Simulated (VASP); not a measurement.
# S (Fm-3m) in VASP: further runs, part 2 of 2

VASP 6.6.1. The steps go on from the part before.

## Step 4: Single point, PBEsol

This run uses another cell than the first one, of 15.55 Å³/atom, 1.043 times its volume.

INCAR reads:

```
PREC = Accurate
ENCUT = 520
EDIFF = 1E-6
ISMEAR = 1
SIGMA = 0.1
LREAL = F
LASPH = T
NELM = 80
ALGO = Normal
ISIF = 2
LWAVE = F
LCHARG = F
GGA = PS
NBANDS = 9
```

KPOINTS reads:

```
Automatic mesh
0
Gamma
  12 12 12
```

POSCAR reads:

```
S
1.0
    0.0000000000      1.9809646974      1.9809646974
    1.9809646974      0.0000000000      1.9809646974
    1.9809646974      1.9809646974      0.0000000000
S
1
Direct
    0.0000000000      0.0000000000      0.0000000000
```

Potentials or basis: VASP PAW PBE potentials, release 64 (S).

The run is started by

```
> cat potpaw_PBE.64/S/POTCAR > POTCAR
> mpirun -np 1 vasp_std > vasp.out
```

OUTCAR:

```text
PREC = Accurate
   ENCUT = 520
   EDIFF = 1E-6
   ISMEAR = 1
   LREAL = F
   LASPH = T
   NELM = 80
   ISIF = 2
   GGA = PS

 ion  position               nearest neighbor table
   1  0.000  0.000  0.000-

  LATTYP: Found a face centered cubic cell.
 ALAT       =     3.9619293948

  Lattice vectors:

 A1 = (   0.0000000000,   1.9809646974,   1.9809646974)
 A2 = (   1.9809646974,   0.0000000000,   1.9809646974)
 A3 = (   1.9809646974,   1.9809646974,   0.0000000000)

Analysis of symmetry for initial positions (statically):
=====================================================================
 Subroutine PRICEL returns:
 Original cell was already a primitive cell.

 Routine SETGRP: Setting up the symmetry group for a
 face centered cubic supercell.

 Subroutine GETGRP returns: Found 48 space group operations
 (whereof 48 operations were pure point group operations)
 out of a pool of 48 trial point group operations.

The static configuration has the point symmetry O_h .

Analysis of symmetry for dynamics (positions and initial velocities):
=====================================================================
 Subroutine PRICEL returns:
 Original cell was already a primitive cell.

 Routine SETGRP: Setting up the symmetry group for a
 face centered cubic supercell.

 Subroutine GETGRP returns: Found 48 space group operations
 (whereof 48 operations were pure point group operations)
 out of a pool of 48 trial point group operations.

The dynamic configuration has the point symmetry O_h .

 Subroutine INISYM returns: Found 48 space group operations
 (whereof 48 operations are pure point group operations),
 and found     1 'primitive' translations

----------------------------------------------------------------------------------------
[... 111 lines left out ...]
     AMIX_MAG =   1.60;   BMIX_MAG =  1.00
  volume/ion in A,a.u.               =      15.55       104.92
  Fermi-wavevector in a.u.,A,eV,Ry     =   1.191896  2.252358 19.328669  1.420617
  Thomas-Fermi vector in A             =   2.327947
   LORBIT       =      0    0 simple, 1 ext, 2 COOP (PROOUT), +10 PAW based schemes
   GGA     = PS    functional components
   LHFCALC =     F    Hartree Fock is set to
   AEXX    =    0.0000 exact exchange contribution
   IVDW    =     0    specifies the selected vdW correction
   LEPSILON=     F    determine dielectric tensor
   LRPA    =     F    only Hartree local field effects (RPA)
 non-spin polarized calculation
 Methfessel and Paxton  Order N= 1 SIGMA  =   0.10
  energy-cutoff  :      520.00
  volume of cell :       15.55
 maximum number of plane-waves:       444
 NGX is ok and might be reduce to    24
   NGX = 11   NGY = 11   NGZ = 11

 number of electron       5.9999999 magnetization

 Free energy of the ion-electron system (eV)
  ---------------------------------------------------
  ext. energy  EPLUGINS =         0.00000000
  ---------------------------------------------------
  free energy    TOTEN  =        -3.32160225 eV

  energy without entropy =       -3.32198111  energy(sigma->0) =       -3.32172854

 E-fermi :   7.6548     XC(G=0): -11.3955

 val. band max:        7.6306945571   @ k =  -0.4167   0.3333   0.0000
 cond. band min:       7.6993117095   @ k =   0.3333   0.2500   0.0000
 fundamental gap:      0.0686171523
 Fermi energy:         7.6547508132

 k-point     1 :       0.0000    0.0000    0.0000
  band No.  band energies     occupation
      1      -9.2462      2.00000
      2      10.9908      0.00000
      3      10.9908      0.00000
      4      10.9908      0.00000
      5      19.7848      0.00000
      6      19.7848      0.00000
      7      19.7848      0.00000
      8      22.1720      0.00000
      9      25.2680      0.00000
[... 265 lines left out ...]
 k-point    24 :      -0.4167    0.1667    0.0000
  band No.  band energies     occupation
      1      -4.5833      2.00000
      2       0.7248      2.00000
      3       6.7856      2.00000
      4       9.0176     -0.00000
      5      16.6980      0.00000
      6      19.9678      0.00000
      7      20.7546      0.00000
      8      25.7436      0.00000
      9      28.0552      0.00000

 [... further k-points ...]

------------------------ aborting loop because EDIFF is reached ----------------------------------------

  FORCE on cell =-STRESS in cart. coord.  units (eV):
  Direction    XX          YY          ZZ          XY          YZ          ZX
  --------------------------------------------------------------------------------------
  -------------------------------------------------------------------------------------
  Total       -0.2973237     -0.2973237     -0.2973237      0.0000000     -0.0000000      0.0000000
  in kB      -30.6393705    -30.6393705    -30.6393705      0.0000000     -0.0000000      0.0000000
  external PRESSURE =     -30.6393705 kB  Pullay stress =       0.0000000 kB

 VOLUME and BASIS-vectors are now :
 -----------------------------------------------------------------------------
  energy-cutoff  :      520.00
  volume of cell :       15.55
      direct lattice vectors                 reciprocal lattice vectors
     0.000000000  1.980964697  1.980964697    -0.252402277  0.252402277  0.252402277
     1.980964697  0.000000000  1.980964697     0.252402277 -0.252402277  0.252402277
     1.980964697  1.980964697  0.000000000     0.252402277  0.252402277 -0.252402277

 POSITION                                       TOTAL-FORCE (eV/Angst)
 -----------------------------------------------------------------------------------
      0.00000      0.00000      0.00000         0.000000      0.000000      0.000000
 -----------------------------------------------------------------------------------
    total drift:                                0.000000     -0.000000     -0.000000

  FREE ENERGIE OF THE ION-ELECTRON SYSTEM (eV)
  ---------------------------------------------------
  free  energy   TOTEN  =        -3.3216022518 eV

  energy  without entropy=       -3.3219811134  energy(sigma->0) =       -3.32172854
```

OSZICAR:

```text
N       E                     dE             d eps       ncg     rms          rms(c)
DAV:   1     0.772134928832E+01    0.77213E+01   -0.29046E+03  1336   0.561E+02
DAV:   2    -0.311065487814E+01   -0.10832E+02   -0.10327E+02  1971   0.773E+01
DAV:   3    -0.332818282626E+01   -0.21753E+00   -0.21671E+00  1478   0.973E+00
DAV:   4    -0.332888504215E+01   -0.70222E-03   -0.70212E-03  1777   0.619E-01
DAV:   5    -0.332888614554E+01   -0.11034E-05   -0.11042E-05  1589   0.191E-02    0.824E+00
DAV:   6    -0.332301437139E+01    0.58718E-02   -0.69854E-03  1419   0.433E-01    0.493E+00
DAV:   7    -0.332173925974E+01    0.12751E-02   -0.10191E-02  1377   0.535E-01    0.186E-01
DAV:   8    -0.332160188461E+01    0.13738E-03   -0.53509E-04  1393   0.123E-01    0.260E-02
DAV:   9    -0.332160225178E+01   -0.36717E-06   -0.36556E-06  1570   0.155E-02
   1 F= -.33216023E+01 E0= -.33217285E+01  d E =0.378862E-03
```

stdout:

```text
POSCAR found type information on POSCAR S
 POSCAR found :  1 types and       1 ions
 scaLAPACK will be used
 -----------------------------------------------------------------------------
|                                                                             |
|                                                                             |
|     You enforced a specific xc type in the INCAR file but a different       |
|     I HOPE YOU KNOW WHAT YOU ARE DOING!                                     |
|                                                                             |
 -----------------------------------------------------------------------------

 LDA part: xc-table for (Slater+PW92), standard interpolation
 POSCAR, INCAR and KPOINTS ok, starting setup
 FFT: planning ... GRIDC
 FFT: planning ... GRID_SOFT
 FFT: planning ... GRID
 WAVECAR not read
 entering main loop
```

It took 5.6 s on 1 thread of Intel Xeon Platinum 8488C (Sapphire Rapids), shared host; peak memory 0.13 GiB.

Results:

* Free energy: -3.3216 eV
* Pressure: -3.1 GPa
* Band gap on the k mesh: zero (band 3 reaches 10.99 eV, above the bottom of band 4 at 5.02 eV)

Caveat: the PAW data sets were made with another functional, which shifts forces and pressure a little.

## Step 5: Single point, PBEsol

This run uses another cell than the first one, of 15.86 Å³/atom, 1.064 times its volume.

INCAR reads:

```
SYSTEM = S
PREC = Accurate
ENCUT = 520
EDIFF = 1E-6
ISMEAR = 1
SIGMA = 0.1
LREAL = .False.
LASPH = .True.
NELM = 80
ALGO = Normal
ISIF = 2
LWAVE = .False.
LCHARG = .False.
GGA = PS
NBANDS = 9
```

KPOINTS reads:

```
Automatic mesh
0
Gamma
  12 12 12
  0 0 0
```

POSCAR reads:

```
S
1.0
    0.0000000000      1.9943500000      1.9943500000
    1.9943500000      0.0000000000      1.9943500000
    1.9943500000      1.9943500000      0.0000000000
S
1
Direct
    0.0000000000      0.0000000000      0.0000000000
```

Potentials or basis: VASP PAW PBE potentials, release 64 (S).

The run is started by

```
> cat potpaw_PBE.64/S/POTCAR > POTCAR
> mpirun -np 1 vasp_std > vasp.out
```

OUTCAR:

```text
SYSTEM = S
   PREC = Accurate
   ENCUT = 520
   EDIFF = 1E-6
   ISMEAR = 1
   LREAL = .False.
   LASPH = .True.
   NELM = 80
   ISIF = 2
   GGA = PS

 ion  position               nearest neighbor table
   1  0.000  0.000  0.000-

  LATTYP: Found a face centered cubic cell.
 ALAT       =     3.9887000000

  Lattice vectors:

 A1 = (   0.0000000000,   1.9943500000,   1.9943500000)
 A2 = (   1.9943500000,   0.0000000000,   1.9943500000)
 A3 = (   1.9943500000,   1.9943500000,   0.0000000000)

Analysis of symmetry for initial positions (statically):
=====================================================================
 Subroutine PRICEL returns:
 Original cell was already a primitive cell.

 Routine SETGRP: Setting up the symmetry group for a
 face centered cubic supercell.

 Subroutine GETGRP returns: Found 48 space group operations
 (whereof 48 operations were pure point group operations)
 out of a pool of 48 trial point group operations.
[... 161 lines left out ...]

 E-fermi :   7.3589     XC(G=0): -11.3012

 val. band max:        7.3314835733   @ k =  -0.4167   0.3333   0.0000
 cond. band min:       7.4042841238   @ k =   0.4167   0.1667   0.0833
 fundamental gap:      0.0728005505
 Fermi energy:         7.3589424864

 k-point     1 :       0.0000    0.0000    0.0000
  band No.  band energies     occupation
      1      -9.3363      2.00000
      2      10.5860      0.00000
      3      10.5860      0.00000
      4      10.5860      0.00000
      5      19.4794      0.00000
      6      19.4794      0.00000
      7      19.4794      0.00000
      8      21.5550      0.00000
      9      24.8690      0.00000
[... 265 lines left out ...]
 k-point    24 :      -0.4167    0.1667    0.0000
  band No.  band energies     occupation
      1      -4.8163      2.00000
      2       0.5947      2.00000
      3       6.5038      2.00000
      4       8.6778     -0.00000
      5      16.4182      0.00000
      6      19.5573      0.00000
      7      20.4198      0.00000
      8      25.2615      0.00000
      9      27.6074      0.00000

 [... further k-points ...]

------------------------ aborting loop because EDIFF is reached ----------------------------------------

  FORCE on cell =-STRESS in cart. coord.  units (eV):
  Direction    XX          YY          ZZ          XY          YZ          ZX
  --------------------------------------------------------------------------------------
  -------------------------------------------------------------------------------------
  Total       -0.4647510     -0.4647510     -0.4647510      0.0000000     -0.0000000     -0.0000000
  in kB      -46.9349967    -46.9349967    -46.9349967      0.0000000     -0.0000000     -0.0000000
  external PRESSURE =     -46.9349967 kB  Pullay stress =       0.0000000 kB

 VOLUME and BASIS-vectors are now :
 -----------------------------------------------------------------------------
  energy-cutoff  :      520.00
  volume of cell :       15.86
      direct lattice vectors                 reciprocal lattice vectors
     0.000000000  1.994350000  1.994350000    -0.250708251  0.250708251  0.250708251
     1.994350000  0.000000000  1.994350000     0.250708251 -0.250708251  0.250708251
     1.994350000  1.994350000  0.000000000     0.250708251  0.250708251 -0.250708251

 POSITION                                       TOTAL-FORCE (eV/Angst)
 -----------------------------------------------------------------------------------
      0.00000      0.00000      0.00000        -0.000000      0.000000     -0.000000
 -----------------------------------------------------------------------------------
    total drift:                                0.000000     -0.000000     -0.000000

  FREE ENERGIE OF THE ION-ELECTRON SYSTEM (eV)
  ---------------------------------------------------
  free  energy   TOTEN  =        -3.3140330996 eV

  energy  without entropy=       -3.3144831187  energy(sigma->0) =       -3.31418311
```

OSZICAR:

```text
N       E                     dE             d eps       ncg     rms          rms(c)
DAV:   1     0.661372279633E+01    0.66137E+01   -0.29519E+03  1320   0.558E+02
DAV:   2    -0.312590266294E+01   -0.97396E+01   -0.93578E+01  1923   0.731E+01
DAV:   3    -0.332148198846E+01   -0.19558E+00   -0.19477E+00  1477   0.920E+00
DAV:   4    -0.332202649794E+01   -0.54451E-03   -0.54441E-03  1780   0.577E-01
DAV:   5    -0.332202719872E+01   -0.70078E-06   -0.70003E-06  1555   0.184E-02    0.787E+00
DAV:   6    -0.331559415559E+01    0.64330E-02   -0.76529E-03  1403   0.451E-01    0.471E+00
DAV:   7    -0.331417677273E+01    0.14174E-02   -0.11021E-02  1371   0.554E-01    0.195E-01
DAV:   8    -0.331403274424E+01    0.14403E-03   -0.57215E-04  1399   0.126E-01    0.255E-02
DAV:   9    -0.331403309960E+01   -0.35536E-06   -0.39813E-06  1621   0.161E-02
   1 F= -.33140331E+01 E0= -.33141831E+01  d E =0.450019E-03
```

stdout:

```text
POSCAR found type information on POSCAR S
 POSCAR found :  1 types and       1 ions
 scaLAPACK will be used
 -----------------------------------------------------------------------------
|                                                                             |
|                                                                             |
|     You enforced a specific xc type in the INCAR file but a different       |
|     I HOPE YOU KNOW WHAT YOU ARE DOING!                                     |
|                                                                             |
 -----------------------------------------------------------------------------

 LDA part: xc-table for (Slater+PW92), standard interpolation
 POSCAR, INCAR and KPOINTS ok, starting setup
 FFT: planning ... GRIDC
 FFT: planning ... GRID_SOFT
 FFT: planning ... GRID
 WAVECAR not read
 entering main loop
```

Run time: 5.3 s. Hardware: 1 thread of Intel Xeon Platinum 8488C (Sapphire Rapids), shared host; peak memory 0.13 GiB.

Results:

* Free energy: -3.3140 eV
* Pressure: -4.7 GPa
* Band gap on the k mesh: zero (band 3 reaches 10.59 eV, above the bottom of band 4 at 4.81 eV)

Caveat: the PAW data sets were made with another functional, which shifts forces and pressure a little.

## Step 6: The runs side by side

```csv
cell,gap on the mesh (eV),pressure (GPa)
"a = 2.763 Å, angles 60.0°, 1 atom",none,0.6
"a = 2.782 Å, angles 60.0°, 1 atom",none,-1.3
"a = 2.802 Å, angles 60.0°, 1 atom",none,-3.1
"a = 2.820 Å, angles 60.0°, 1 atom",none,-4.7
```

Alike in all rows: task single point; level PBEsol; potentials or basis VASP PAW PBE potentials, release 64 (S); no spin polarisation; k mesh 12 × 12 × 12; cutoff (eV) 520; smearing methfessel-paxton 0.1 eV.

Caveats: the PAW data sets were made with another functional, which shifts forces and pressure a little.

Total energies depend on the potentials used, so only differences within one code and one set of settings carry meaning.
